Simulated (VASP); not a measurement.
# CdSe (F-43m) in VASP: G0W0 quasiparticle levels with PBE

Aim: the G0W0 quasiparticle levels of CdSe with PBE.

Everything below comes from runs of VASP 6.6.1. Logs are shortened: lines on timing, memory, paths and dates and some standing lists are left out, and cuts for length are marked.

**1. The cell of the first run**

It takes space group F-43m (No. 216, cubic). Conventional cell: a = 5.890 Å, b = 5.890 Å, c = 5.890 Å, α = 90.00°, β = 90.00°, γ = 90.00°. Within 3.4 Å of Cd (site symmetry -43m) lie 4 Se at 2.55 Å. Se (site symmetry -43m) has 4 Cd at 2.55 Å within 3.4 Å.

**2. G0W0 quasiparticle levels, PBE**

POSCAR reads:

```
CdSe
1.0
    0.0000000000      2.9450697268      2.9450697268
    2.9450697268      0.0000000000      2.9450697268
    2.9450697268      2.9450697268      0.0000000000
Cd Se
1 1
Direct
    0.0000000000      0.0000000000      0.0000000000
    0.2500000000      0.2500000000      0.2500000000
```

INCAR.step1 reads:

```
PREC = Accurate
ENCUT = 500
EDIFF = 1E-8
ISMEAR = 0
SIGMA = 0.01
LREAL = False
LASPH = True
NELM = 60
ALGO = Normal
LWAVE = True
LCHARG = False
GGA = PE
```

INCAR.step2 reads:

```
PREC = Accurate
ENCUT = 500
EDIFF = 1E-8
ISMEAR = 0
SIGMA = 0.01
LREAL = False
LASPH = True
NELM = 1
ALGO = Exact
LWAVE = True
LCHARG = False
GGA = PE
NBANDS = 222
LOPTICS = True
ISTART = 1
```

INCAR.step3 reads:

```
PREC = Accurate
ENCUT = 500
EDIFF = 1E-8
ISMEAR = 0
SIGMA = 0.01
LREAL = False
LASPH = True
ALGO = EVGW0
LWAVE = False
LCHARG = False
GGA = PE
NELMGW = 1
NBANDS = 222
ENCUTGW = 150.0
NOMEGA = 96
PRECFOCK = Fast
ISTART = 1
NBANDSGW = 17
OMEGAMAX = 20
```

KPOINTS reads:

```
Automatic mesh
0
Gamma
  4 4 4
```

Potentials or basis: VASP PAW PBE potentials, release 64 (Cd_GW, Se_GW).

Started as:

```
cat potpaw_PBE.64/Cd_GW/POTCAR potpaw_PBE.64/Se_GW/POTCAR > POTCAR
cp INCAR.step1 INCAR
mpirun -np 1 vasp_std > vasp.out
cp INCAR.step2 INCAR
mpirun -np 1 vasp_std > vasp.out
cp INCAR.step3 INCAR
mpirun -np 1 vasp_std > vasp.out
```

OUTCAR:

```text
PREC = Accurate
   ENCUT = 500
   EDIFF = 1E-8
   ISMEAR = 0
   LREAL = False
   LASPH = True
   GGA = PE
   NELMGW = 1
   ENCUTGW = 150.0
   PRECFOCK = Fast
   ISTART = 1

 ion  position               nearest neighbor table
   1  0.000  0.000  0.000-   2 2.55   2 2.55   2 2.55   2 2.55
   2  0.250  0.250  0.250-   1 2.55   1 2.55   1 2.55   1 2.55

  LATTYP: Found a face centered cubic cell.
 ALAT       =     5.8901394536

  Lattice vectors:

 A1 = (   0.0000000000,   2.9450697268,   2.9450697268)
 A2 = (   2.9450697268,   0.0000000000,   2.9450697268)
 A3 = (   2.9450697268,   2.9450697268,   0.0000000000)

Analysis of symmetry for initial positions (statically):
=====================================================================
 Subroutine PRICEL returns:
 Original cell was already a primitive cell.

 Routine SETGRP: Setting up the symmetry group for a
 face centered cubic supercell.

 Subroutine GETGRP returns: Found 24 space group operations
 (whereof 24 operations were pure point group operations)
 out of a pool of 48 trial point group operations.

The static configuration has the point symmetry T_d .

Analysis of symmetry for dynamics (positions and initial velocities):
=====================================================================
 Subroutine PRICEL returns:
 Original cell was already a primitive cell.

 Routine SETGRP: Setting up the symmetry group for a
 face centered cubic supercell.

 Subroutine GETGRP returns: Found 24 space group operations
 (whereof 24 operations were pure point group operations)
 out of a pool of 48 trial point group operations.

The dynamic configuration has the point symmetry T_d .

 Subroutine INISYM returns: Found 24 space group operations
 (whereof 24 operations are pure point group operations),
 and found     1 'primitive' translations

----------------------------------------------------------------------------------------

[... 44 lines left out ...]

 Found      8 irreducible k-points:

 Following reciprocal coordinates:
            Coordinates               Weight
  0.000000  0.000000  0.000000      1.000000
  0.250000  0.000000  0.000000      8.000000
  0.500000  0.000000  0.000000      4.000000
  0.250000  0.250000  0.000000      6.000000
  0.500000  0.250000  0.000000     24.000000
 -0.250000  0.250000  0.000000     12.000000
  0.500000  0.500000  0.000000      3.000000
 -0.250000  0.500000  0.250000      6.000000
   k-points           NKPTS =      8   k-points in BZ     NKDIM =     64   number of bands    NBANDS=    222
   number of dos      NEDOS =    301   number of ions     NIONS =      2
   total plane-waves  NPLWV =  27000
   dimension x,y,z NGX =    30 NGY =   30 NGZ =   30
   dimension x,y,z NGXF=    60 NGYF=   60 NGZF=   60
   ions per type =               1   1
   NGX,Y,Z   is equivalent  to a cutoff of  11.97, 11.97, 11.97 a.u.
   NGXF,Y,Z  is equivalent  to a cutoff of  23.95, 23.95, 23.95 a.u.
 SYSTEM =  unknown system
   PREC   = accura    normal or accurate (medium, high low for compatibility)
   ISTART =      1    job   : 0-new  1-cont  2-samecut
   ICHARG =      0    charge: 1-file 2-atom 10-const
   ISPIN  =      1    spin polarized calculation?
   LNONCOLLINEAR =      F non collinear calculations
   LSORBIT =      F    spin-orbit coupling
   LASPH  =      T    aspherical Exc in radial PAW
   ENCUT  =  500.0 eV  36.75 Ry    6.06 a.u.   7.59  7.59  7.59*2*pi/ulx,y,z
   NELM   =     60;   NELMIN=  2; NELMDL=  0     # of ELM steps
   EDIFF  = 0.1E-07   stopping-criterion for ELM
   LREAL  =      F    real-space projection
   EDIFFG = 0.1E-06   stopping-criterion for IOM
   NSW    =      0    number of steps for IOM
   IBRION =     -1    ionic relax: 0-MD 1-quasi-New 2-CG
   NFREE  =      0    steps in history (QN), initial steepest desc. (CG)
   ISIF   =      0    stress and relaxation
   ISYM   =      3    0-nonsym 1-usesym 2-fastsym
   POTIM  = 0.5000    time-step for ionic-motion
   TEBEG  =    0.0;   TEEND  =   0.0 temperature during run
   PSTRESS=    0.0 pullay stress
   NELECT =      18.0000    total number of electrons
   NUPDOWN=      -1.0000    fix difference up-down
   EMIN   =  10.00;   EMAX   =-10.00  energy-range for DOS
   EFERMI =   0.00;   METHOD = LEGACY
   ISMEAR =     0;   SIGMA  =   0.01  broadening in eV -4-tet -1-fermi 0-gaus
   EFERMI_NEDOS =   21; number of points for ismear=-14 and -15
   IALGO  =     38    algorithm
   IMIX   =      4    mixing-type and parameters
     AMIX     =   0.40;   BMIX     =  1.00
     AMIX_MAG =   1.60;   BMIX_MAG =  1.00
  volume/ion in A,a.u.               =      25.54       172.38
  Fermi-wavevector in a.u.,A,eV,Ry     =   1.156272  2.185038 18.190519  1.336965
  Thomas-Fermi vector in A             =   2.292894
   LORBIT       =      0    0 simple, 1 ext, 2 COOP (PROOUT), +10 PAW based schemes
   GGA     = PE    functional components
   LHFCALC =     T    Hartree Fock is set to
   PRECFOCK=fast      Normal, Fast or Accurate (Low or Medium for compatibility)
   ENCUT4O =  -1.0   cutoff for four orbital integrals eV
   NKREDX  =     1    reduce k-point grid by
   NKREDY  =     1    reduce k-point grid by
   NKREDZ  =     1    reduce k-point grid by
   AEXX    =    1.0000 exact exchange contribution
   HFSCREEN=    0.0000 screening length (either q_TF or 0.3 A-1)
   HFSCREENC=   0.0000 screening length for correlation (either q_TF or 0.3 A-1)
   ENCUTFOCK=  -1.0 apply spherical cutoff to Coloumb kernel
   IVDW    =     0    specifies the selected vdW correction
   LEPSILON=     F    determine dielectric tensor
   LRPA    =     F    only Hartree local field effects (RPA)
   LRPAFORCE           =     F    calculate RPA forces
   ENCUTGW             = 150.0    cutoff for response function in eV
   ENCUTGWSOFT         = 120.0    soft cutoff for Coulomb kernel in GW response function in eV
   ENCUTLF             =  -1.0    cutoff for local field effects
   NELMGW              =     1    number of iterations in solving QP/BSE equation
   NELMHF              =     1    number of iterations in the inner HF iteration
   NKREDLFX            =     1    NKREDLFY  =   1   NKREDLFZ  =   1
 non-spin polarized calculation
 Gauss-broadening in eV      SIGMA  =   0.01
  energy-cutoff  :      500.00
  volume of cell :       51.09
 maximum number of plane-waves:      1316
  NGX = 18; NGY = 18; NGZ = 18
   NGX = 15   NGY = 15   NGZ = 15
 maximum number of plane-waves:       222
 NGX is ok and might be reduce to    18

 QP shifts <psi_nk| G(iteration)W_0 |psi_nk>: iteration 1
 for sc-GW calculations column KS-energies equals QP-energies in previous step
 and V_xc(KS)=  KS-energies - (<T + V_ion + V_H > + <T+V_H+V_ion>^1  + <V_x>^1)

 k-point   1 :       0.0000    0.0000    0.0000
  band No.  KS-energies  QP-energies   sigma(KS)   V_xc(KS)     V^pw_x(r,r')   Z            occupation Imag(sigma)

      1     -10.1003     -10.5667     -13.1675     -12.4177     -19.8768       0.6221       2.0000       0.9779
      2      -5.2616      -6.9752     -17.6332     -15.1407     -22.8598       0.6875       2.0000       0.1622
      3      -5.2616      -6.9752     -17.6332     -15.1407     -22.8598       0.6875       2.0000       0.1622
      4      -5.2616      -6.9752     -17.6332     -15.1407     -22.8598       0.6875       2.0000       0.1622
      5      -4.7753      -6.6068     -18.1259     -15.5030     -23.2262       0.6983       2.0000       0.1105
      6      -4.7753      -6.6068     -18.1259     -15.5030     -23.2262       0.6983       2.0000       0.1105
[... 143 lines left out ...]
      3      -5.0076      -6.7848     -17.9577     -15.4002     -23.1613       0.6949       2.0000       0.1469
      4      -4.8192      -6.6380     -18.1137     -15.5070     -23.2564       0.6977       2.0000       0.1257
      5      -4.7759      -6.5908     -18.0475     -15.4455     -23.1551       0.6975       2.0000       0.1180
      6      -4.1405      -5.8179     -17.9859     -15.5905     -23.0446       0.7002       2.0000       0.1515
[... 9 lines left out ...]
     16      16.4473      16.6557      -9.7174     -10.0019      -3.9255       0.7327       0.0000      -0.4456
     17      16.6185      16.7780     -10.5699     -10.7868      -4.7179       0.7352       0.0000      -0.5101
```

Wall time 8 min (1 thread of Intel Xeon Platinum 8488C (Sapphire Rapids), shared host); peak memory 0.64 GiB.

What came out:

```
Quasiparticle gap                                   : 1.54 eV
Least direct quasiparticle gap                      : 1.54 eV
Band gap of the starting levels on the mesh         : 0.78 eV
Least direct gap of the starting levels on the mesh : 0.78 eV
```

Caveat: the k points lie up to 0.46 Å⁻¹ apart; bands, screening cutoff and mesh are small and nothing is extrapolated, so the quasiparticle values aren't converged; the structure was generated, so it needn't be the stable form of CdSe.
